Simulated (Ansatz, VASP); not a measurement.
## C: VASP beside Ansatz

File INCAR:

```
PREC     = Accurate       # precision mode
ENCUT    = 520            # plane-wave cutoff, eV
EDIFF    = 1E-7           # SCF threshold, eV
ISMEAR   = -1             # smearing method
SIGMA    = 0.03           # smearing width, eV
LREAL    = F              # projectors in reciprocal space
LASPH    = T              # aspherical terms in the spheres
NELM     = 80             # most SCF steps
ALGO     = Normal         # electronic algorithm
ISIF     = 2              # what is computed and relaxed
LWAVE    = F              # write WAVECAR
LCHARG   = T              # write CHGCAR
GGA      = PE             # functional
LELF     = T              # ELF
LVHAR    = T            
NBANDS   = 11             # bands
```

File KPOINTS:

```
regular mesh
0
Gamma
  16 16 16
```

The input POSCAR:

```
C
1.0
    0.0000000000      1.7653846269      1.7653846269
    1.7653846269      0.0000000000      1.7653846269
    1.7653846269      1.7653846269      0.0000000000
C
2
Direct
    0.5000000000      0.5000000000      0.5000000000
    0.7500000000      0.7500000000      0.7500000000
```

Input for Ansatz:

```yaml
crystal:
  lattice:
    - [0.0, 1.7653846269, 1.7653846269]
    - [1.7653846269, 0.0, 1.7653846269]
    - [1.7653846269, 1.7653846269, 0.0]
  atoms:
    - { symbol: C, position: [0.5, 0.5, 0.5] }
    - { symbol: C, position: [0.75, 0.75, 0.75] }
kpoints:
  mp_grid: { grid: [16, 16, 16] }
scf:
  occupations: { method: fermi_dirac, width: 0.03 }
hamiltonian:
  xc: pbe
  pseudopotentials: { kind: all_electron, lapw: { basis_error: 0.00025 } }
output:
  forces: true
  stress: true
  eigenvalues: true
```

Change from the starting cell: volume scaled by 0.97.

Alike in both runs: task single point; functional PBE; k mesh 16 × 16 × 16; occupations fermi-dirac, width 0.03 eV; no spin polarisation.

|  | VASP | Ansatz |
| --- | --- | --- |
| version | VASP 6.6.1 | Ansatz 0.2.0 |
| potentials or method | VASP PAW PBE potentials, release 64 (C), cutoff 520 eV | all-electron LAPW, scalar-relativistic |

```tsv
	VASP	Ansatz	Ansatz less VASP
gap on the k mesh at the Fermi level (eV)	4.20	4.21	+0.009
pressure (GPa)	16.7	15.9	-0.81
```

Ansatz ran all-electron here, and VASP with PAW potentials.
